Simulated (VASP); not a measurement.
# SrB2 (P-3m1) in VASP: relaxation of cell and atoms with PBE

Aim: the relaxation of cell and atoms of SrB2 with PBE.

Everything below comes from runs of VASP 6.6.1. Logs are shortened: lines on timing, memory, paths and dates and some standing lists are left out, and cuts for length are marked.

### 1 The cell of the first run

Symmetry: P-3m1, No. 164, trigonal system. Conventional cell: a = 3.197 Å, b = 3.197 Å, c = 5.131 Å, α = 90.00°, β = 90.00°, γ = 120.00°. Sr (site symmetry -3m) has 6 B at 2.24 Å within 3.0 Å. B (site symmetry 3m) has 3 Sr at 2.24 Å within 3.0 Å.

### 2 Relaxation of cell and atoms, PBE

Contents of INCAR:

```
SYSTEM = SrB2
PREC = Accurate
ENCUT = 600
EDIFF = 1E-6
ISMEAR = 0
SIGMA = 0.1
LREAL = .FALSE.
LASPH = .TRUE.
NELM = 60
ALGO = Normal
ISIF = 3
LWAVE = .FALSE.
LCHARG = .FALSE.
GGA = PE
IBRION = 2
NSW = 90
EDIFFG = -0.04
```

Contents of KPOINTS:

```
regular mesh
0
G
  6 6 4
  0 0 0
```

Contents of POSCAR:

```
SrB2
1.0
    3.1973536000      0.0000000000      0.0000000000
   -1.5986768000      2.7689894400      0.0000000000
    0.0000000000      0.0000000000      5.1309426100
Sr B
1 2
Direct
    0.0000000000      0.0000000000      0.5000000000
    0.3333333300      0.6666666700      0.2521245200
    0.6666666700      0.3333333300      0.7478754800
```

Potentials or basis: VASP PAW PBE potentials, release 64 (Sr_sv, B).

The run is started by

```bash
$ cat potpaw_PBE.64/Sr_sv/POTCAR potpaw_PBE.64/B/POTCAR > POTCAR
$ mpirun -np 1 vasp_std > vasp.out
```

OUTCAR:

```text
SYSTEM = SrB2
   PREC = Accurate
   ENCUT = 600
   EDIFF = 1E-6
   ISMEAR = 0
   LREAL = .FALSE.
   LASPH = .TRUE.
   NELM = 60
   ISIF = 3
   GGA = PE
   IBRION = 2
   NSW = 90
   EDIFFG = -0.04

 ion  position               nearest neighbor table
   1  0.000  0.000  0.500-   2 2.24   3 2.24   2 2.24   3 2.24   3 2.24   2 2.24
   2  0.333  0.667  0.252-   1 2.24   1 2.24   1 2.24
   3  0.667  0.333  0.748-   1 2.24   1 2.24   1 2.24

  LATTYP: Found a hexagonal cell.
 ALAT       =     3.1973536000
 C/A-ratio  =     1.6047466911

  Lattice vectors:

 A1 = (   3.1973536000,   0.0000000000,   0.0000000000)
 A2 = (  -1.5986768000,   2.7689894400,   0.0000000000)
 A3 = (   0.0000000000,   0.0000000000,   5.1309426100)

Analysis of symmetry for initial positions (statically):
=====================================================================
 Subroutine PRICEL returns:
 Original cell was already a primitive cell.

 Routine SETGRP: Setting up the symmetry group for a
 hexagonal supercell.

 Subroutine GETGRP returns: Found 12 space group operations
 (whereof 12 operations were pure point group operations)
 out of a pool of 24 trial point group operations.

The static configuration has the point symmetry D_3d.

Analysis of symmetry for dynamics (positions and initial velocities):
=====================================================================
 Subroutine PRICEL returns:
 Original cell was already a primitive cell.

 Routine SETGRP: Setting up the symmetry group for a
 hexagonal supercell.

 Subroutine GETGRP returns: Found 12 space group operations
 (whereof 12 operations were pure point group operations)
 out of a pool of 24 trial point group operations.

The dynamic configuration has the point symmetry D_3d.

 Subroutine INISYM returns: Found 12 space group operations
 (whereof 12 operations are pure point group operations),
 and found     1 'primitive' translations

----------------------------------------------------------------------------------------

                                     Primitive cell

  volume of cell :      45.4265

  direct lattice vectors                    reciprocal lattice vectors
     3.197353600  0.000000000  0.000000000     0.312758651  0.180571292  0.000000000
    -1.598676800  2.768989440  0.000000000     0.000000000  0.361142583  0.000000000
     0.000000000  0.000000000  5.130942610     0.000000000  0.000000000  0.194895963

  length of vectors
     3.197353600  3.197353598  5.130942610     0.361142583  0.361142583  0.194895963

  position of ions in fractional coordinates (direct lattice)
     0.000000000  0.000000000  0.500000000
     0.333333330  0.666666670  0.252124520
     0.666666670  0.333333330  0.747875480

  ion indices of the primitive-cell ions
   primitive index   ion index
                 1           1
                 2           2
                 3           3

----------------------------------------------------------------------------------------

 KPOINTS: regular mesh

Automatic generation of k-mesh.
 Grid dimensions read from file:
 generate k-points for:    6    6    4

 Generating k-lattice:

  Cartesian coordinates                     Fractional coordinates (reciprocal lattice)
     0.052126442  0.030095215  0.000000000     0.166666667  0.000000000  0.000000000
     0.000000000  0.060190431  0.000000000     0.000000000  0.166666667  0.000000000
     0.000000000  0.000000000  0.048723991     0.000000000  0.000000000  0.250000000

  Length of vectors
     0.060190431  0.060190431  0.048723991

  Shift w.r.t. Gamma in fractional coordinates (k-lattice)
     0.000000000  0.000000000  0.000000000

 Subroutine IBZKPT returns following result:
 ===========================================

 Found     24 irreducible k-points:

 Following reciprocal coordinates:
            Coordinates               Weight
  0.000000  0.000000  0.000000      1.000000
  0.166667  0.000000  0.000000      6.000000
  0.333333 -0.000000  0.000000      6.000000
  0.500000  0.000000  0.000000      3.000000
  0.166667  0.166667  0.000000      6.000000
  0.333333  0.166667  0.000000     12.000000
[... 16 lines left out ...]
  0.333333  0.166667  0.500000     12.000000
  0.333333  0.333333  0.500000      2.000000
   k-points           NKPTS =     24   k-points in BZ     NKDIM =     24   number of bands    NBANDS=     12
   number of dos      NEDOS =    301   number of ions     NIONS =      3
   total plane-waves  NPLWV =  32928
   dimension x,y,z NGX =    28 NGY =   28 NGZ =   42
   dimension x,y,z NGXF=    56 NGYF=   56 NGZF=   84
   ions per type =               1   2
   NGX,Y,Z   is equivalent  to a cutoff of  14.56, 14.56, 13.61 a.u.
   NGXF,Y,Z  is equivalent  to a cutoff of  29.12, 29.12, 27.22 a.u.
 SYSTEM =  SrB2
   PREC   = accura    normal or accurate (medium, high low for compatibility)
   ISTART =      0    job   : 0-new  1-cont  2-samecut
   ICHARG =      2    charge: 1-file 2-atom 10-const
   ISPIN  =      1    spin polarized calculation?
   LNONCOLLINEAR =      F non collinear calculations
   LSORBIT =      F    spin-orbit coupling
   LASPH  =      T    aspherical Exc in radial PAW
   ENCUT  =  600.0 eV  44.10 Ry    6.64 a.u.   6.39  6.39 10.25*2*pi/ulx,y,z
   NELM   =     60;   NELMIN=  2; NELMDL= -5     # of ELM steps
   EDIFF  = 0.1E-05   stopping-criterion for ELM
   LREAL  =      F    real-space projection
   EDIFFG = -.4E-01   stopping-criterion for IOM
   NSW    =     90    number of steps for IOM
   IBRION =      2    ionic relax: 0-MD 1-quasi-New 2-CG
   NFREE  =      1    steps in history (QN), initial steepest desc. (CG)
   ISIF   =      3    stress and relaxation
   ISYM   =      2    0-nonsym 1-usesym 2-fastsym
   POTIM  = 0.5000    time-step for ionic-motion
   TEBEG  =    0.0;   TEEND  =   0.0 temperature during run
   PSTRESS=    0.0 pullay stress
   NELECT =      16.0000    total number of electrons
   NUPDOWN=      -1.0000    fix difference up-down
   EMIN   =  10.00;   EMAX   =-10.00  energy-range for DOS
   EFERMI =   0.00;   METHOD = LEGACY
   ISMEAR =     0;   SIGMA  =   0.10  broadening in eV -4-tet -1-fermi 0-gaus
   EFERMI_NEDOS =   21; number of points for ismear=-14 and -15
   IALGO  =     38    algorithm
   IMIX   =      4    mixing-type and parameters
     AMIX     =   0.40;   BMIX     =  1.00
     AMIX_MAG =   1.60;   BMIX_MAG =  1.00
  volume/ion in A,a.u.               =      15.14       102.18
  Fermi-wavevector in a.u.,A,eV,Ry     =   1.156144  2.184795 18.186473  1.336668
  Thomas-Fermi vector in A             =   2.292766
   LORBIT       =      0    0 simple, 1 ext, 2 COOP (PROOUT), +10 PAW based schemes
   GGA     = PE    functional components
   LHFCALC =     F    Hartree Fock is set to
   AEXX    =    0.0000 exact exchange contribution
   IVDW    =     0    specifies the selected vdW correction
   LEPSILON=     F    determine dielectric tensor
   LRPA    =     F    only Hartree local field effects (RPA)
 conjugate gradient relaxation of ions
 non-spin polarized calculation
 Gauss-broadening in eV      SIGMA  =   0.10
  energy-cutoff  :      600.00
  volume of cell :       45.43
 maximum number of plane-waves:      1542
 NGX is ok and might be reduce to    28
   NGX = 13   NGY = 13   NGZ = 21

--------------------------------------- Ionic step        1  -------------------------------------------

 number of electron      16.0000000 magnetization

 Free energy of the ion-electron system (eV)
  ---------------------------------------------------
  ext. energy  EPLUGINS =         0.00000000
  ---------------------------------------------------
  free energy    TOTEN  =        -3.50295091 eV

  energy without entropy =       -3.49448764  energy(sigma->0) =       -3.49871927

------------------------ aborting loop because EDIFF is reached ----------------------------------------

  FORCE on cell =-STRESS in cart. coord.  units (eV):
  Direction    XX          YY          ZZ          XY          YZ          ZX
  --------------------------------------------------------------------------------------
  -------------------------------------------------------------------------------------
  Total       13.6916706     13.6916706      9.2737904      0.0000000      0.0000000      0.0000000
  in kB      482.9007727    482.9007718    327.0835745      0.0000000      0.0000000      0.0000000
  external PRESSURE =     430.9617063 kB  Pullay stress =       0.0000000 kB
[... 92 lines left out ...]
  FREE ENERGIE OF THE ION-ELECTRON SYSTEM (eV)
  ---------------------------------------------------
  free  energy   TOTEN  =        -7.8332748530 eV

  energy  without entropy=       -7.8152635912  energy(sigma->0) =       -7.82426922

 E-fermi :   1.5219     XC(G=0):  -9.1710

 val. band max:        1.4707267907   @ k =   0.1667   0.1667   0.0000
 cond. band min:       1.5579737516   @ k =   0.1667   0.0000   0.0000
 fundamental gap:      0.0872469609
 Fermi energy:         1.5218774531

 k-point     1 :       0.0000    0.0000    0.0000
  band No.  band energies     occupation
      1     -32.4013      2.00000
      2     -14.4926      2.00000
      3     -14.3432      2.00000
      4     -14.3432      2.00000
      5      -6.0281      2.00000
      6      -0.2277      2.00000
      7       1.2251      1.99997
      8       1.8826      0.00000
      9       1.8826      0.00000
     10       4.8721      0.00000
     11       5.3364      0.00000
     12       5.3364      0.00000
[... 331 lines left out ...]
 k-point    24 :       0.3333    0.3333    0.5000
  band No.  band energies     occupation
      1     -32.3658      2.00000
      2     -14.6069      2.00000
      3     -14.6069      2.00000
      4     -14.4927      2.00000
      5      -3.3432      2.00000
      6      -3.3432      2.00000
      7       0.7950      2.00000
      8       0.9555      2.00000
      9       0.9555      2.00000
     10       4.5597      0.00000
     11       5.7920      0.00000
     12       5.7920      0.00000

[... ionic steps 4 to 18 ...]

--------------------------------------- Ionic step       19  -------------------------------------------

 number of electron      16.0000000 magnetization

------------------------ aborting loop because EDIFF is reached ----------------------------------------

  FORCE on cell =-STRESS in cart. coord.  units (eV):
  Direction    XX          YY          ZZ          XY          YZ          ZX
  --------------------------------------------------------------------------------------
  -------------------------------------------------------------------------------------
  Total        0.9680218      0.9680218      0.4989985      0.0000000      0.0000000     -0.0000000
  in kB       38.2388160     38.2388160     19.7114485      0.0000000      0.0000000     -0.0000000
  external PRESSURE =      32.0630268 kB  Pullay stress =       0.0000000 kB
[... 59 lines left out ...]
  energy  without entropy=      -14.4838264618  energy(sigma->0) =      -14.48694190

--------------------------------------- Ionic step       21  -------------------------------------------

 number of electron      16.0000000 magnetization

 Free energy of the ion-electron system (eV)
  ---------------------------------------------------
  ext. energy  EPLUGINS =         0.00000000
  ---------------------------------------------------
  free energy    TOTEN  =       -14.50609297 eV

  energy without entropy =      -14.49969244  energy(sigma->0) =      -14.50289271

 E-fermi :   4.3696     XC(G=0): -10.6321

 val. band max:        4.3172138022   @ k =   0.1667   0.0000   0.0000
 cond. band min:       4.4500294898   @ k =   0.5000   0.0000   0.5000
 fundamental gap:      0.1328156876
 Fermi energy:         4.3695884049

 k-point     1 :       0.0000    0.0000    0.0000
  band No.  band energies     occupation
      1     -30.4752      2.00000
      2     -12.4760      2.00000
      3     -11.9136      2.00000
      4     -11.9136      2.00000
      5      -5.6314      2.00000
      6       2.9042      2.00000
      7       4.2032      1.98138
      8       4.7074      0.00000
      9       4.7074      0.00000
     10       9.6152      0.00000
     11       9.6152      0.00000
     12      10.3065      0.00000
[... 373 lines left out ...]
  FREE ENERGIE OF THE ION-ELECTRON SYSTEM (eV)
  ---------------------------------------------------
  free  energy   TOTEN  =       -14.5060929681 eV

  energy  without entropy=      -14.4996924435  energy(sigma->0) =      -14.50289271

 reached required accuracy - stopping structural energy minimisation
```

It took 3.8 min on 1 thread of AMD EPYC 7R13 (Zen 3), shared host; peak memory 0.17 GiB.

Results:

| Quantity | Value |
| --- | --- |
| Free energy | -14.5061 eV |
| Relaxed volume | 13.92 Å³/atom |
| Relaxed cell | a = 3.305 Å, b = 3.305 Å, c = 4.414 Å, α = 90.00°, β = 90.00°, γ = 120.00° |
| Space group after relaxing (to 0.05 Å) | P6/mmm (No. 191) |
| Energy gained by relaxing | 3667.7 meV/atom |
| Ionic steps | 21 |
| Pressure after relaxing | 0.1 GPa |
| Largest force after relaxing | 0.028 eV/Å |
| Band gap on the k mesh | zero (band 8 reaches 5.18 eV, above the bottom of band 9 at 3.84 eV) |

Forces on the atoms (eV/Å):
```
Sr   0.000  0.000  0.000
B    0.000  0.000 -0.028
B    0.000  0.000  0.028
```

Stress tensor (GPa, compression positive):
```
0.03 0.00 0.00
0.00 0.03 0.00
0.00 0.00 0.22
```

Step by step:
| step | energy change (eV) | largest force (eV/Å) | pressure (GPa) | volume (Å³) |
| --- | --- | --- | --- | --- |
| 1 | 0.0000 | 5.1782 | 43.10 | 45.43 |
| 2 | -4.3311 | 1.6898 | -3.77 | 77.72 |
| 3 | -4.3303 | 1.7112 | -3.64 | 77.40 |
| 4 | -4.9563 | 2.0608 | -4.81 | 73.48 |
| 5 | -6.9857 | 2.9076 | -7.11 | 61.16 |
| 6 | -5.5614 | 0.1042 | 35.64 | 33.97 |
| 7 | -7.0771 | 3.3951 | 1.59 | 49.36 |
| 8 | -7.2162 | 2.0462 | 7.20 | 41.80 |
| 9 | -7.5115 | 1.1740 | 5.38 | 41.43 |
| 10 | -7.6054 | 0.3470 | 4.59 | 41.06 |
| 11 | -8.0936 | 0.1595 | 3.57 | 41.91 |
| 12 | -9.1773 | 0.6409 | 1.10 | 43.80 |
| 13 | -9.5703 | 3.8740 | -1.23 | 44.89 |
| 14 | -9.8021 | 3.1531 | -1.55 | 44.87 |
| 15 | -10.5051 | 2.3330 | -4.69 | 45.04 |
| 16 | -10.6851 | 1.7342 | -5.53 | 44.92 |
| 17 | -10.6988 | 1.5553 | -5.63 | 44.86 |
| 18 | -10.9478 | 0.8170 | -0.55 | 42.12 |
| 19 | -10.9868 | 0.2284 | 3.21 | 40.56 |
| 20 | -10.9871 | 0.2778 | 2.87 | 40.68 |
| 21 | -11.0031 | 0.0278 | 0.09 | 41.76 |

Final structure:
```cif
data_structure
_symmetry_space_group_name_H-M 'P 1'
_symmetry_Int_Tables_number 1
_cell_length_a 3.3051
_cell_length_b 3.3051
_cell_length_c 4.4143
_cell_angle_alpha 90.000
_cell_angle_beta 90.000
_cell_angle_gamma 120.000
_cell_volume 41.76
loop_
_atom_site_label
_atom_site_type_symbol
_atom_site_fract_x
_atom_site_fract_y
_atom_site_fract_z
_atom_site_occupancy
Sr1 Sr 0.00000 0.00000 0.50000 1
B1 B 0.33333 0.66667 0.00039 1
B2 B 0.66667 0.33333 0.99961 1
```

Caveat: the k points lie up to 0.37 Å⁻¹ apart in the final cell.
